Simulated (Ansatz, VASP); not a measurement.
## C: VASP beside Ansatz

```xyz
4
Lattice="1.2333 -2.1360 0.0000 1.2333 2.1360 0.0000 0.0000 0.0000 8.7070" Properties=species:S:1:pos:R:3 pbc="T T T"
C     1.2333    1.6092    6.3621
C     1.2333   -0.1852    2.3449
C     1.2333   -1.6092    2.3449
C     1.2333    0.1852    6.3621
```

Change from the starting cell: mode 1 frozen in at -0.171 Å and mode 6 at -0.171 Å (largest displacements).

Alike in both runs: task single point; functional PBE; k mesh 18 × 18 × 6; occupations gaussian, width 0.15 eV; no spin polarisation.

|  | VASP | Ansatz |
| --- | --- | --- |
| version | VASP 6.6.1 | Ansatz 0.2.0 |
| potentials or method | VASP PAW PBE potentials, release 64 (C), cutoff 520 eV | scalar-relativistic, plane waves, PAW |
| valence electrons in the cell | 16 | 16 |

```csv
,VASP,Ansatz,Ansatz less VASP
gap on the k mesh at the Fermi level (eV),0.04,0.04,0.000
least direct gap on the mesh (eV),0.04,0.04,0.000
pressure (GPa),0.4,0.0,-0.34
"traceless stress, the component that is largest in VASP (GPa)",-0.35,0.07,+0.416
rms of the force components (eV/Å),0.003,0.003,-0.0001
```

Atom by atom the forces differ by 0.000 eV/Å (rms over components).
